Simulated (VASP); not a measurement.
A run of VASP 6.6.1 is set up as follows.

The input INCAR:

```
PREC = Accurate
ENCUT = 520
EDIFF = 1E-7
ISMEAR = 0
SIGMA = 0.1
LREAL = F
LASPH = T
NELM = 60
ALGO = Normal
ISIF = 2
LWAVE = F
LCHARG = F
GGA = PE
NBANDS = 24
```

File KPOINTS:

```
regular mesh
0
Gamma
  8 8 8
```

The input POSCAR:

```
MnB6
1.0
    2.5411771374     -2.9228505010      0.0000000000
    2.5411771374      2.9228505010      0.0000000000
    0.0000000000      0.0000000000      3.6201520756
Mn B
1 6
Direct
    0.0000000000      0.0000000000      0.0000000000
    0.5000000000      0.0000000000      0.2538647054
    0.0000000000      0.5000000000      0.7461352946
    0.5000000000      0.0000000000      0.7461352946
    0.0000000000      0.5000000000      0.2538647054
    0.8015395807      0.8015395807      0.5000000000
    0.1984604193      0.1984604193      0.5000000000
```

Potentials or basis: VASP PAW PBE potentials, release 64 (Mn_pv, B).

Command:

```console
$ cat potpaw_PBE.64/Mn_pv/POTCAR potpaw_PBE.64/B/POTCAR > POTCAR
$ mpirun -np 1 vasp_std > vasp.out
```

**Question.** Estimate the pressure.

**Answer.** 0.0 GPa.

**Question.** What does it give for the band gap on the k mesh?

**Answer.** Zero (an odd number of electrons rules out a gap without spin polarisation).

Stress tensor (GPa, compression positive):
```
-0.04  0.00  0.00
 0.00  0.10  0.00
 0.00  0.00  0.00
```

Caveat: the run has no spin polarisation, though such a crystal can be magnetic. Spin polarisation is off, so any magnetic state and its effect on volume and gap are missing.
